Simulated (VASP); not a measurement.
# Sr: single point with r2SCAN

Sr:

```
CELL_PARAMETERS angstrom
0.00000 3.05211 3.05211
3.05211 0.00000 3.05211
3.05211 3.05211 0.00000
ATOMIC_POSITIONS crystal
Sr 0.00000 0.00000 0.00000
```

```
Program                : VASP 6.6.1
Task                   : single point
Functional             : r2SCAN
Potentials or basis    : VASP PAW PBE potentials, release 64 (Sr_sv)
Cutoff                 : 520 eV
k mesh                 : 9 × 9 × 9
Occupations            : methfessel-paxton, width 0.03 eV
Spin                   : no spin polarisation
Dipole correction      : no
Further INCAR settings : ALGO = Normal; EDIFF = 1e-07; NBANDS = 11
```

* Pressure: -0.1 GPa
* Band gap on the k mesh: zero (filled and empty bands overlap)

Levels at points of the mesh, in eV from the Fermi level:
```csv
k point,band 1,band 2,band 3,band 4,band 5,band 6,band 7,band 8,band 9,band 10
"(0.00, 0.00, 0.00)",-38.05,-19.31,-19.31,-19.31,-3.75,2.70,2.70,2.70,4.20,4.20
```

Wall time 47 s on 1 thread of Intel(R) Xeon(R) Platinum 8488C (Sapphire Rapids) (shared host), peak memory 0.19 GiB.

Caveat: the PAW data sets were made with another functional, which shifts forces and pressure a little.
